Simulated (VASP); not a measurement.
Write the native input for VASP 6.6.1 that does the following.

```yaml
Task: single point
Functional: PBE
Potentials_or_basis: VASP PAW PBE potentials, release 64 (Ga_d, Si, S)
Cutoff: 500 eV
k_mesh: 6 × 6 × 1
Occupations: gaussian, width 0.1 eV
Spin: no spin polarisation
Dipole_correction: no
Further_INCAR_settings: ALGO = Normal; EDIFF = 1e-06; NBANDS = 44
```

The structure of GaSi2S2 lies in POSCAR:

```
GaSi2S2
1.0
    3.5999900506      0.0000000000      0.0000000000
   -1.7999950253      3.1176828372      0.0000000000
    0.0000000000      0.0000000000     22.9401790329
Ga Si S
2 4 4
Direct
    0.6666666667      0.3333333333      0.8748441527
    0.3333333333      0.6666666667      0.1251558473
    0.3333333333      0.6666666667      0.0199026847
    0.6666666667      0.3333333333      0.9800973153
    0.3333333333      0.6666666667      0.3518224355
    0.6666666667      0.3333333333      0.6481775645
    0.3333333333      0.6666666667      0.8272068629
    0.6666666667      0.3333333333      0.1727931371
    0.6666666667      0.3333333333      0.4062901554
    0.3333333333      0.6666666667      0.5937098446
```

One way to write it, as run:

INCAR

```
SYSTEM = GaSi2S2
ALGO     = Normal         ! electronic algorithm
EDIFF    = 1E-6           ! SCF threshold, eV
ENCUT    = 500            ! plane-wave cutoff, eV
GGA      = PE             ! functional
GGA_COMPAT= .False.      
ISIF     = 2              ! what is computed and relaxed
ISMEAR   = 0              ! smearing method
LASPH    = .True.         ! aspherical terms in the spheres
LCHARG   = .False.        ! write CHGCAR
LREAL    = .False.        ! projectors in reciprocal space
LWAVE    = .False.        ! write WAVECAR
NBANDS   = 44             ! bands
NELM     = 120            ! most SCF steps
PREC     = Accurate       ! precision mode
SIGMA    = 0.1            ! smearing width, eV
```

KPOINTS

```
k-points
0
Gamma
  6 6 1
  0 0 0
```

Potentials or basis: VASP PAW PBE potentials, release 64 (Ga_d, Si, S).

The run is started by

```console
$ cat potpaw_PBE.64/Ga_d/POTCAR potpaw_PBE.64/Si/POTCAR potpaw_PBE.64/S/POTCAR > POTCAR
$ mpirun -np 1 vasp_std > vasp.out
```

It gave:

```yaml
Pressure: 0.0 GPa
Largest_force: 0.039 eV/Å
Band_gap_on_the_k_mesh: 0.66 eV, indirect (least direct gap 0.84 eV)
```

Caveat: this functional lacks dispersion, which binds the layers, so the pressure and a relaxed spacing across them are unreliable.

Wall time 88 s on 1 thread of Intel(R) Xeon(R) Platinum 8559C (Emerald Rapids), with other jobs on the host, peak memory 0.35 GiB.
